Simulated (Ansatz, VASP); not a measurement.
## One calculation of CO2, two programs

INCAR

```
PREC = Accurate
ENCUT = 520
EDIFF = 1E-6
ISMEAR = 0
SIGMA = 0.05
LREAL = F
LASPH = T
NELM = 80
ALGO = Normal
ISIF = 2
LWAVE = F
LCHARG = F
GGA = PE
NBANDS = 44
```

Contents of KPOINTS:

```
Automatic mesh
0
Gamma
  4 4 4
```

File POSCAR:

```
CO2
1.0
    5.7562718176      0.0000000000      0.0000000000
    0.0000000000      5.7562718176      0.0000000000
    0.0000000000      0.0000000000      6.4942258646
C O
4 8
Direct
    0.0000000000      0.0000000000      0.0000000000
    0.5000000000      0.0000000000      0.5000000000
    0.5000000000      0.5000000000      0.0000000000
    0.0000000000      0.5000000000      0.5000000000
    0.1114834447      0.1114834447      0.1114834447
    0.3885165553      0.8885165553      0.6114834447
    0.6114834447      0.3885165553      0.8885165553
    0.8885165553      0.6114834447      0.3885165553
    0.8885165553      0.8885165553      0.8885165553
    0.6114834447      0.1114834447      0.3885165553
    0.3885165553      0.6114834447      0.1114834447
    0.1114834447      0.3885165553      0.6114834447
```

Input for Ansatz:

```yaml
crystal:
  lattice:
    - [5.7562718176, 0.0, 0.0]
    - [0.0, 5.7562718176, 0.0]
    - [0.0, 0.0, 6.4942258646]
  atoms:
    - { symbol: C, position: [0.0, 0.0, 0.0] }
    - { symbol: C, position: [0.5, 0.0, 0.5] }
    - { symbol: C, position: [0.5, 0.5, 0.0] }
    - { symbol: C, position: [0.0, 0.5, 0.5] }
    - { symbol: O, position: [0.1114834447, 0.1114834447, 0.1114834447] }
    - { symbol: O, position: [0.3885165553, 0.8885165553, 0.6114834447] }
    - { symbol: O, position: [0.6114834447, 0.3885165553, 0.8885165553] }
    - { symbol: O, position: [0.8885165553, 0.6114834447, 0.3885165553] }
    - { symbol: O, position: [0.8885165553, 0.8885165553, 0.8885165553] }
    - { symbol: O, position: [0.6114834447, 0.1114834447, 0.3885165553] }
    - { symbol: O, position: [0.3885165553, 0.6114834447, 0.1114834447] }
    - { symbol: O, position: [0.1114834447, 0.3885165553, 0.6114834447] }
basis:
  ecutwfc: 520.0
kpoints:
  mp_grid: { grid: [4, 4, 4] }
hamiltonian:
  xc: pbe
scf:
  occupations: { method: gaussian, width: 0.05 }
output:
  forces: true
  stress: true
  eigenvalues: true
```

Alike in both runs: task single point; functional PBE; k mesh 4 × 4 × 4; occupations gaussian, width 0.05 eV; no spin polarisation.

```csv
,VASP,Ansatz
version,VASP 6.6.1,Ansatz 0.2.0
potentials or method,"VASP PAW PBE potentials, release 64 (C, O), cutoff 520 eV","scalar-relativistic, plane waves, PAW"
valence electrons in the cell,64,64
```

|  | VASP | Ansatz | Ansatz less VASP |
| --- | --- | --- | --- |
| gap on the k mesh at the Fermi level (eV) | 6.62 | 6.63 | +0.015 |
| least direct gap on the mesh (eV) | 6.62 | 6.63 | +0.015 |
| pressure (GPa) | 3.6 | 2.2 | -1.33 |
| traceless stress, the component that is largest in VASP (GPa) | 0.30 | 0.05 | -0.247 |
| rms of the force components (eV/Å) | 0.749 | 0.429 | -0.3199 |

Atom by atom the forces differ by 0.320 eV/Å (rms over components).

Noted on VASP's run: the standard files for N, O and F lose accuracy on very short bonds.
